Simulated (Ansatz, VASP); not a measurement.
Al: VASP beside Ansatz

POSCAR

```
Al
1.0
    2.8013294389      0.0000000000      0.0000000000
   -1.4006647194      2.4260224584      0.0000000000
    0.0000000000      0.0000000000      4.5221828602
Al
2
Direct
    0.3333333333      0.6666666667      0.2500000000
    0.6666666667      0.3333333333      0.7500000000
```

INCAR.step1

```
SYSTEM = Al
PREC = Accurate
ENCUT = 520
ISMEAR = -1
SIGMA = 0.1
LREAL = .False.
LASPH = .True.
NELM = 60
NBANDS = 10
GGA = PE
ALGO = Normal
EDIFF = 1E-4
LWAVE = .True.
LCHARG = .False.
```

The input INCAR.step2:

```
SYSTEM = Al
PREC = Accurate
ENCUT = 520
EDIFF = 1E-6
ISMEAR = -1
SIGMA = 0.1
LREAL = .False.
LASPH = .True.
NELM = 60
ALGO = Normal
ISIF = 2
LWAVE = .False.
LCHARG = .False.
METAGGA = R2SCAN
LMIXTAU = .True.
NBANDS = 10
ISTART = 1
```

KPOINTS

```
Automatic mesh
0
Gamma
  14 14 8
  0 0 0
```

Input for Ansatz:

```yaml
crystal:
  lattice:
    - [2.8013294389, 0.0, 0.0]
    - [-1.4006647194, 2.4260224584, 0.0]
    - [0.0, 0.0, 4.5221828602]
  atoms:
    - { symbol: Al, position: [0.3333333333, 0.6666666667, 0.25] }
    - { symbol: Al, position: [0.6666666667, 0.3333333333, 0.75] }
hamiltonian:
  xc: r2scan
  pseudopotentials:
    kind: paw
    azcp:
      Al: "pseudopotentials/Al.paw.azcp"
basis:
  ecutwfc: 500
  fft_grid_basis: typed
kpoints:
  mp_grid: { grid: [14, 14, 8], shift: [0, 0, 0] }
magnetization:
  spin_polarized: false
scf:
  occupations: { method: fermi_dirac, width: 0.1 }
  lower_state_search: "off"
output:
  stress: true
```

Alike in both runs: task single point; functional r2SCAN; k mesh 14 × 14 × 8; occupations fermi-dirac, width 0.1 eV; no spin polarisation.

```csv
,VASP,Ansatz
version,VASP 6.6.1,Ansatz 0.2.0
potentials or method,"VASP PAW PBE potentials, release 64 (Al), cutoff 520 eV","plane waves (500 eV) with PAW, scalar-relativistic"
valence electrons in the cell,6,6
```

Ansatz gave:

* pressure (GPa): 4.0
* traceless stress, the component that is largest in VASP (GPa): 1.68

Q: Which values does VASP return?

A: Pressure (GPa): 3.6; traceless stress, the component that is largest in VASP (GPa): 1.68.

VASP's potentials were made for PBE, not for r2SCAN.
